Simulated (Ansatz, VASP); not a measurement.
**C in VASP and in Ansatz**

```
CELL_PARAMETERS angstrom
2.50984 0.00000 0.00000
-1.25492 2.17358 0.00000
0.00000 0.00000 8.28032
ATOMIC_POSITIONS crystal
C 0.98889 0.99187 0.09293
C 0.01111 0.00813 0.59293
C 0.01111 0.00813 0.40707
C 0.98889 0.99187 0.90707
C 0.32426 0.66003 0.15550
C 0.67574 0.33997 0.65550
C 0.34240 0.67331 0.34450
C 0.65760 0.32669 0.84450
```

Change from the starting cell: mode 4 (400.3 1/cm) frozen in, largest displacement +0.025 Å.

Alike in both runs: task single point; functional r2SCAN; k mesh 12 × 12 × 4; occupations gaussian, width 0.05 eV; no spin polarisation.

|  | VASP | Ansatz |
| --- | --- | --- |
| version | VASP 6.6.1 | Ansatz 0.2.0 |
| potentials or method | VASP PAW PBE potentials, release 64 (C), cutoff 520 eV | scalar-relativistic, plane waves, PAW |
| valence electrons in the cell | 32 | 32 |

```tsv
	VASP	Ansatz	Ansatz less VASP
gap on the k mesh at the Fermi level (eV)	4.78	4.80	+0.023
least direct gap on the mesh (eV)	5.55	5.59	+0.045
pressure (GPa)	1.1	0.0	-1.11
rms of the force components (eV/Å)	0.093	0.093	+0.0001
```

VASP's potentials were made for PBE, not for r2SCAN. Atom by atom the forces differ by 0.003 eV/Å (rms over components).
